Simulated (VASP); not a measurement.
# Co (P6_3/mmc) in VASP: notebook

Co is run at these levels: PBE; tasks: single point.

All numbers are computed with VASP 6.6.1; they aren't measurements. Logs are shortened: lines on timing, memory, paths and dates and some standing lists are left out, and cuts for length are marked.

### 1 The cell of the first run

Symmetry: P6_3/mmc, No. 194, hexagonal system. Conventional cell: a = 2.421 Å, b = 2.421 Å, c = 3.906 Å, α = 90.00°, β = 90.00°, γ = 120.00°. Co (site symmetry -6m2) has 12 Co at 2.40 to 2.42 Å within 3.2 Å.

### 2 Single point, PBE (9.91 Å³/atom)

Input file INCAR:

```
  PREC = Accurate
  ENCUT = 520
  EDIFF = 1E-7
  ISMEAR = 0
  SIGMA = 0.05
  LREAL = False
  LASPH = True
  NELM = 60
  ALGO = Normal
  ISIF = 2
  LWAVE = False
  LCHARG = False
  GGA = PE
  NBANDS = 16
```

Input file KPOINTS:

```
regular mesh
0
Gamma
  20 20 12
```

Input file POSCAR:

```
Co
1.0
    2.4206335993      0.0000000000      0.0000000000
   -1.2103167997      2.0963301902      0.0000000000
    0.0000000000      0.0000000000      3.9059194941
Co
2
Direct
    0.3333333333      0.6666666667      0.2500000000
    0.6666666667      0.3333333333      0.7500000000
```

Potentials or basis: VASP PAW PBE potentials, release 64 (Co).

Started as:

```console
$ cat potpaw_PBE.64/Co/POTCAR > POTCAR
$ mpirun -np 1 vasp_std > vasp.out
```

OUTCAR:

```text
PREC = Accurate
   ENCUT = 520
   EDIFF = 1E-7
   ISMEAR = 0
   LREAL = False
   LASPH = True
   NELM = 60
   ISIF = 2
   GGA = PE

 ion  position               nearest neighbor table
   1  0.333  0.667  0.250-   2 2.40   2 2.40   2 2.40   2 2.40   2 2.40   2 2.40
   2  0.667  0.333  0.750-   1 2.40   1 2.40   1 2.40   1 2.40   1 2.40   1 2.40

  LATTYP: Found a hexagonal cell.
 ALAT       =     2.4206335993
 C/A-ratio  =     1.6135938521

  Lattice vectors:

 A1 = (   2.4206335993,   0.0000000000,   0.0000000000)
 A2 = (  -1.2103167997,   2.0963301902,   0.0000000000)
 A3 = (   0.0000000000,   0.0000000000,   3.9059194941)

Analysis of symmetry for initial positions (statically):
=====================================================================
 Subroutine PRICEL returns:
 Original cell was already a primitive cell.

 Routine SETGRP: Setting up the symmetry group for a
 hexagonal supercell.

 Subroutine GETGRP returns: Found 24 space group operations
 (whereof 12 operations were pure point group operations)
 out of a pool of 24 trial point group operations.

The static configuration has the point symmetry D_3d.
 The point group associated with its full space group is D_6h.

Analysis of symmetry for dynamics (positions and initial velocities):
=====================================================================
 Subroutine PRICEL returns:
 Original cell was already a primitive cell.

 Routine SETGRP: Setting up the symmetry group for a
 hexagonal supercell.

 Subroutine GETGRP returns: Found 24 space group operations
 (whereof 12 operations were pure point group operations)
 out of a pool of 24 trial point group operations.

The dynamic configuration has the point symmetry D_3d.
 The point group associated with its full space group is D_6h.

 Subroutine INISYM returns: Found 24 space group operations
 (whereof 12 operations are pure point group operations),
 and found     1 'primitive' translations

----------------------------------------------------------------------------------------

                                     Primitive cell

  volume of cell :      19.8204

  direct lattice vectors                    reciprocal lattice vectors
     2.420633599  0.000000000  0.000000000     0.413114980  0.238512045  0.000000000
    -1.210316800  2.096330190  0.000000000     0.000000000  0.477024089  0.000000000
     0.000000000  0.000000000  3.905919494     0.000000000  0.000000000  0.256021662

  length of vectors
     2.420633599  2.420633599  3.905919494     0.477024089  0.477024089  0.256021662

  position of ions in fractional coordinates (direct lattice)
     0.333333333  0.666666667  0.250000000
     0.666666667  0.333333333  0.750000000

  ion indices of the primitive-cell ions
   primitive index   ion index
                 1           1
                 2           2

----------------------------------------------------------------------------------------

 KPOINTS: regular mesh

Automatic generation of k-mesh.
 Grid dimensions read from file:
 generate k-points for:   20   20   12

 Generating k-lattice:

  Cartesian coordinates                     Fractional coordinates (reciprocal lattice)
     0.020655749  0.011925602  0.000000000     0.050000000  0.000000000  0.000000000
     0.000000000  0.023851204  0.000000000     0.000000000  0.050000000  0.000000000
     0.000000000  0.000000000  0.021335138     0.000000000  0.000000000  0.083333333

  Length of vectors
     0.023851204  0.023851204  0.021335138

  Shift w.r.t. Gamma in fractional coordinates (k-lattice)
     0.000000000  0.000000000  0.000000000

 Subroutine IBZKPT returns following result:
 ===========================================

 Found    308 irreducible k-points:

 Following reciprocal coordinates:
            Coordinates               Weight
  0.000000  0.000000  0.000000      1.000000
  0.050000 -0.000000  0.000000      6.000000
  0.100000  0.000000  0.000000      6.000000
  0.150000  0.000000  0.000000      6.000000
  0.200000  0.000000  0.000000      6.000000
  0.250000  0.000000  0.000000      6.000000
[... 16 lines left out ...]
  0.200000  0.100000  0.000000     12.000000
  0.250000  0.100000  0.000000     12.000000
 [... further k-points ...]
   k-points           NKPTS =    308   k-points in BZ     NKDIM =    308   number of bands    NBANDS=     16
   number of dos      NEDOS =    301   number of ions     NIONS =      2
   total plane-waves  NPLWV =   9720
   dimension x,y,z NGX =    18 NGY =   18 NGZ =   30
   dimension x,y,z NGXF=    36 NGYF=   36 NGZF=   60
   ions per type =               2
   NGX,Y,Z   is equivalent  to a cutoff of  12.36, 12.36, 12.77 a.u.
   NGXF,Y,Z  is equivalent  to a cutoff of  24.72, 24.72, 25.54 a.u.
 SYSTEM =  unknown system
   PREC   = accura    normal or accurate (medium, high low for compatibility)
   ISTART =      0    job   : 0-new  1-cont  2-samecut
   ICHARG =      2    charge: 1-file 2-atom 10-const
   ISPIN  =      1    spin polarized calculation?
   LNONCOLLINEAR =      F non collinear calculations
   LSORBIT =      F    spin-orbit coupling
   LASPH  =      T    aspherical Exc in radial PAW
   ENCUT  =  520.0 eV  38.22 Ry    6.18 a.u.   4.50  4.50  7.26*2*pi/ulx,y,z
   NELM   =     60;   NELMIN=  2; NELMDL= -5     # of ELM steps
   EDIFF  = 0.1E-06   stopping-criterion for ELM
   LREAL  =      F    real-space projection
   EDIFFG = 0.1E-05   stopping-criterion for IOM
   NSW    =      0    number of steps for IOM
   IBRION =     -1    ionic relax: 0-MD 1-quasi-New 2-CG
   NFREE  =      0    steps in history (QN), initial steepest desc. (CG)
   ISIF   =      2    stress and relaxation
   ISYM   =      2    0-nonsym 1-usesym 2-fastsym
   POTIM  = 0.5000    time-step for ionic-motion
   TEBEG  =    0.0;   TEEND  =   0.0 temperature during run
   PSTRESS=    0.0 pullay stress
   NELECT =      18.0000    total number of electrons
   NUPDOWN=      -1.0000    fix difference up-down
   EMIN   =  10.00;   EMAX   =-10.00  energy-range for DOS
   EFERMI =   0.00;   METHOD = LEGACY
   ISMEAR =     0;   SIGMA  =   0.05  broadening in eV -4-tet -1-fermi 0-gaus
   EFERMI_NEDOS =   21; number of points for ismear=-14 and -15
   IALGO  =     38    algorithm
   IMIX   =      4    mixing-type and parameters
     AMIX     =   0.40;   BMIX     =  1.00
     AMIX_MAG =   1.60;   BMIX_MAG =  1.00
  volume/ion in A,a.u.               =       9.91        66.88
  Fermi-wavevector in a.u.,A,eV,Ry     =   1.585362  2.995899 34.196492  2.513371
  Thomas-Fermi vector in A             =   2.684838
   LORBIT       =      0    0 simple, 1 ext, 2 COOP (PROOUT), +10 PAW based schemes
   GGA     = PE    functional components
   LHFCALC =     F    Hartree Fock is set to
   AEXX    =    0.0000 exact exchange contribution
   IVDW    =     0    specifies the selected vdW correction
   LEPSILON=     F    determine dielectric tensor
   LRPA    =     F    only Hartree local field effects (RPA)
 non-spin polarized calculation
 Gauss-broadening in eV      SIGMA  =   0.05
  energy-cutoff  :      520.00
  volume of cell :       19.82
 maximum number of plane-waves:       551
 NGX is ok and might be reduce to    18
   NGX =  9   NGY =  9   NGZ = 15

 number of electron      18.0000002 magnetization

 Free energy of the ion-electron system (eV)
  ---------------------------------------------------
  ext. energy  EPLUGINS =         0.00000000
  ---------------------------------------------------
  free energy    TOTEN  =       -13.61850561 eV

  energy without entropy =      -13.61239492  energy(sigma->0) =      -13.61545027

 E-fermi :  11.5880     XC(G=0): -13.9642

 val. band max:       11.5876664234   @ k =   0.4000   0.2000   0.2500
 cond. band min:      11.5889941987   @ k =   0.3000   0.0500   0.5000
 fundamental gap:      0.0013277753
 Fermi energy:        11.5879891873

 k-point     1 :       0.0000    0.0000    0.0000
  band No.  band energies     occupation
      1       2.1442      2.00000
      2       6.4251      2.00000
      3       9.5339      2.00000
      4       9.5680      2.00000
      5       9.5680      2.00000
      6       9.9575      2.00000
[... 8 lines left out ...]
     15      37.6532      0.00000
     16      37.9748      0.00000

 k-point     2 :       0.0500   -0.0000    0.0000
  band No.  band energies     occupation
      1       2.2386      2.00000
      2       6.4867      2.00000
      3       9.3929      2.00000
      4       9.6168      2.00000
      5       9.6920      2.00000
      6       9.9310      2.00000
[... 8 lines left out ...]
     15      36.0860      0.00000
     16      36.7182      0.00000

 k-point     3 :       0.1000    0.0000    0.0000
  band No.  band energies     occupation
      1       2.5184      2.00000
      2       6.6617      2.00000
      3       9.2047      2.00000
      4       9.7602      2.00000
      5       9.7991      2.00000
      6       9.8984      2.00000
[... 8 lines left out ...]
     15      34.9830      0.00000
     16      35.1099      0.00000

 k-point     4 :       0.1500    0.0000    0.0000
  band No.  band energies     occupation
      1       2.9722      2.00000
      2       6.9171      2.00000
      3       8.9924      2.00000
      4       9.3114      2.00000
      5       9.7150      2.00000
      6       9.9896      2.00000
[... 8 lines left out ...]
     15      33.5712      0.00000
     16      34.4041      0.00000
[... 324 lines left out ...]
 k-point    22 :       0.1500    0.1000    0.0000
  band No.  band energies     occupation
      1       3.8346      2.00000
      2       7.3238      2.00000
      3       8.6226      2.00000
      4       8.6420      2.00000
      5       9.6155      2.00000
      6       9.7258      2.00000
[... 8 lines left out ...]
     15      29.1675      0.00000
     16      34.6869      0.00000

 k-point    23 :       0.2000    0.1000    0.0000
  band No.  band energies     occupation
      1       4.5459      2.00000
      2       7.5139      2.00000
      3       8.2183      2.00000
      4       8.4796      2.00000
      5       9.5722      2.00000
      6       9.5733      2.00000
[... 8 lines left out ...]
     15      28.1289      0.00000
     16      32.8276      0.00000

 k-point    24 :       0.2500    0.1000    0.0000
  band No.  band energies     occupation
      1       5.3121      2.00000
      2       7.5317      2.00000
      3       7.8795      2.00000
      4       8.4452      2.00000
      5       9.4482      2.00000
      6       9.6198      2.00000
[... 8 lines left out ...]
     15      27.2185      0.00000
     16      31.0017      0.00000

 [... further k-points ...]

------------------------ aborting loop because EDIFF is reached ----------------------------------------

  FORCE on cell =-STRESS in cart. coord.  units (eV):
  Direction    XX          YY          ZZ          XY          YZ          ZX
  --------------------------------------------------------------------------------------
  -------------------------------------------------------------------------------------
  Total        1.2744313      1.2744313      1.2810574     -0.0000000      0.0000000      0.0000000
  in kB      103.0184448    103.0184448    103.5540621     -0.0000000      0.0000000      0.0000000
  external PRESSURE =     103.1969839 kB  Pullay stress =       0.0000000 kB

 VOLUME and BASIS-vectors are now :
 -----------------------------------------------------------------------------
  energy-cutoff  :      520.00
  volume of cell :       19.82
      direct lattice vectors                 reciprocal lattice vectors
     2.420633599  0.000000000  0.000000000     0.413114980  0.238512045  0.000000000
    -1.210316800  2.096330190  0.000000000     0.000000000  0.477024089  0.000000000
     0.000000000  0.000000000  3.905919494     0.000000000  0.000000000  0.256021662

 POSITION                                       TOTAL-FORCE (eV/Angst)
 -----------------------------------------------------------------------------------
     -0.00000      1.39755      0.97648        -0.000000     -0.000000      0.000000
      1.21032      0.69878      2.92944         0.000000      0.000000      0.000000
 -----------------------------------------------------------------------------------
    total drift:                                0.000000     -0.000000     -0.000000

  FREE ENERGIE OF THE ION-ELECTRON SYSTEM (eV)
  ---------------------------------------------------
  free  energy   TOTEN  =       -13.6185056141 eV

  energy  without entropy=      -13.6123949201  energy(sigma->0) =      -13.61545027
```

Run time: 2.9 min. Hardware: 1 thread of Intel Xeon 8259CL, shared host; peak memory 0.2 GiB.

What came out:

```
Free energy            : -13.6185 eV
Pressure               : 10.3 GPa
Band gap on the k mesh : zero (bands 9 and 10 overlap by 1.64 eV)
```

Caveat: the cell stands under pressure; the run has no spin polarisation, though such a crystal can be magnetic.

### 3 Single point, PBE (10.12 Å³/atom)

This run uses another cell than the first one, of 10.12 Å³/atom.

Input file INCAR:

```
SYSTEM = Co
PREC = Accurate ; ENCUT = 520
EDIFF = 1E-6 ; ISMEAR = 0
SIGMA = 0.05 ; LREAL = .False.
LASPH = .True. ; NELM = 60
ALGO = Normal ; ISIF = 2
LWAVE = .False. ; LCHARG = .True.
GGA = PE ; LELF = .True.
LVHAR = .True. ; NBANDS = 16
```

Input file KPOINTS:

```
Automatic mesh
0
Gamma
  20 20 12
  0 0 0
```

Input file POSCAR:

```
Co
1.0
    2.4375031213      0.0000000000      0.0000000000
   -1.2187515607      2.1109396249      0.0000000000
    0.0000000000      0.0000000000      3.9322931221
Co
2
Direct
    0.3333333333      0.6666666667      0.2500000000
    0.6666666667      0.3333333333      0.7500000000
```

Potentials or basis: VASP PAW PBE potentials, release 64 (Co).

Started as:

```console
$ cat potpaw_PBE.64/Co/POTCAR > POTCAR
$ mpirun -np 1 vasp_std > vasp.out
```

Wall time 2 min (1 thread of Intel Xeon 8259CL, shared host); peak memory 0.2 GiB.

The run converged. Its results:

```yaml
Free_energy: -13.6373 eV
Pressure: 4.7 GPa
Band_gap_on_the_k_mesh: zero (bands 9 and 10 overlap by 1.59 eV)
```

Levels at points of the mesh, in eV from the Fermi level:
```csv
k point,band 6,band 7,band 8,band 9,band 10,band 11,band 12,band 13
"(0.00, 0.00, 0.00)",-1.58,-1.58,-1.19,-1.19,-0.09,0.09,0.09,7.48
"(0.50, 0.00, 0.00)",-1.94,-1.54,0.25,0.36,0.43,2.02,4.10,10.47
"(0.00, 0.00, 0.50)",-2.04,-2.04,-2.04,-0.26,-0.26,-0.26,-0.26,16.10
"(0.50, 0.00, 0.50)",-1.05,-0.38,-0.38,0.36,0.36,1.95,1.95,8.31
```

Caveat: the cell stands under pressure; the run has no spin polarisation, though such a crystal can be magnetic.

### 4 Single point, PBE

This run uses another cell than the first one, of 10.32 Å³/atom.

Input file INCAR:

```
PREC = Accurate
ENCUT = 520
EDIFF = 1E-6
ISMEAR = 0
SIGMA = 0.05
LREAL = False
LASPH = True
NELM = 100
ALGO = Normal
ISIF = 2
LWAVE = False
LCHARG = True
GGA = PE
LELF = True
LVHAR = True
NBANDS = 16
```

Input file KPOINTS:

```
Automatic mesh
0
Gamma
  20 20 12
```

Input file POSCAR:

```
Co
1.0
    2.4539732366      0.0000000000      0.0000000000
   -1.2269866183      2.1252031631      0.0000000000
    0.0000000000      0.0000000000      3.9588634762
Co
2
Direct
    0.3333333333      0.6666666667      0.2500000000
    0.6666666667      0.3333333333      0.7500000000
```

Started as:

```console
$ cat potpaw_PBE.64/Co/POTCAR > POTCAR
$ mpirun -np 1 vasp_std > vasp.out
```

Wall time 2.5 min (1 thread of Intel Xeon 8259CL, shared host); peak memory 0.2 GiB.

Results (log left out):

| Quantity | Value |
| --- | --- |
| Free energy | -13.6418 eV |
| Pressure | -0.7 GPa |
| Band gap on the k mesh | zero (bands 9 and 10 overlap by 1.54 eV) |

Stress tensor (GPa, compression positive):
```
-0.72  0.00  0.00
 0.00 -0.72  0.00
 0.00  0.00 -0.80
```

Levels at points of the mesh, in eV from the Fermi level:
```csv
k point,band 5,band 6,band 7,band 8,band 9,band 10,band 11,band 12,band 13,band 14
"(0.00, 0.00, 0.00)",-1.90,-1.53,-1.53,-1.16,-1.16,-0.06,0.09,0.09,7.31,22.29
"(0.50, 0.00, 0.00)",-2.10,-1.89,-1.49,0.24,0.35,0.41,1.97,4.01,10.32,11.04
"(0.00, 0.00, 0.50)",-1.98,-1.98,-1.98,-1.98,-0.25,-0.25,-0.25,-0.25,15.87,15.87
"(0.50, 0.00, 0.50)",-1.02,-1.02,-0.37,-0.37,0.35,0.35,1.92,1.92,8.14,8.14
```

Caveat: the run has no spin polarisation, though such a crystal can be magnetic.

### 5 Single point, PBE

This run uses another cell than the first one, of 10.32 Å³/atom.

Input file INCAR:

```
SYSTEM = Co
PREC = Accurate
ENCUT = 520
EDIFF = 1E-7
ISMEAR = 0
SIGMA = 0.05
LREAL = .False.
LASPH = .True.
NELM = 100
ALGO = Normal
ISIF = 2
LWAVE = .False.
LCHARG = .False.
GGA = PE
NBANDS = 16
```

Input file KPOINTS:

```
regular mesh
0
Gamma
  20 20 12
  0 0 0
```

POSCAR is that of step 4.

Started as:

```console
$ cat potpaw_PBE.64/Co/POTCAR > POTCAR
$ mpirun -np 1 vasp_std > vasp.out
```

Run time: 3 min. Hardware: 1 thread of Intel Xeon 8259CL, shared host; peak memory 0.2 GiB.

Results (log left out):

| Quantity | Value |
| --- | --- |
| Free energy | -13.6418 eV |
| Pressure | -0.8 GPa |
| Band gap on the k mesh | zero (bands 9 and 10 overlap by 1.54 eV) |

Levels at points of the mesh, in eV from the Fermi level:
```tsv
k point	band 7	band 8	band 9	band 10	band 11	band 12
(0.00, 0.00, 0.00)	-1.53	-1.16	-1.16	-0.06	0.09	0.09
(0.50, 0.00, 0.00)	-1.49	0.24	0.35	0.41	1.97	4.01
(0.00, 0.00, 0.50)	-1.98	-1.98	-0.25	-0.25	-0.25	-0.25
(0.50, 0.00, 0.50)	-0.37	-0.37	0.35	0.35	1.92	1.92
```

Caveat: the run has no spin polarisation, though such a crystal can be magnetic.

### 6 Overview

```csv
cell,gap on the mesh (eV),pressure (GPa)
"a = 2.421, b = 2.421, c = 3.906 Å, angles 90.0, 90.0, 120.0°, 2 atoms",none,10.3
"a = 2.438, b = 2.438, c = 3.932 Å, angles 90.0, 90.0, 120.0°, 2 atoms",none,4.7
"a = 2.454, b = 2.454, c = 3.959 Å, angles 90.0, 90.0, 120.0°, 2 atoms",none,-0.8
```

Alike in all rows: task single point; level PBE; potentials or basis VASP PAW PBE potentials, release 64 (Co); no spin polarisation; k mesh 20 × 20 × 12; cutoff (eV) 520; smearing gaussian 0.05 eV.

Caveats: the run has no spin polarisation, though such a crystal can be magnetic; the cell stands under pressure (at least some runs).

Absolute energies hang on the potentials; compare differences alone.
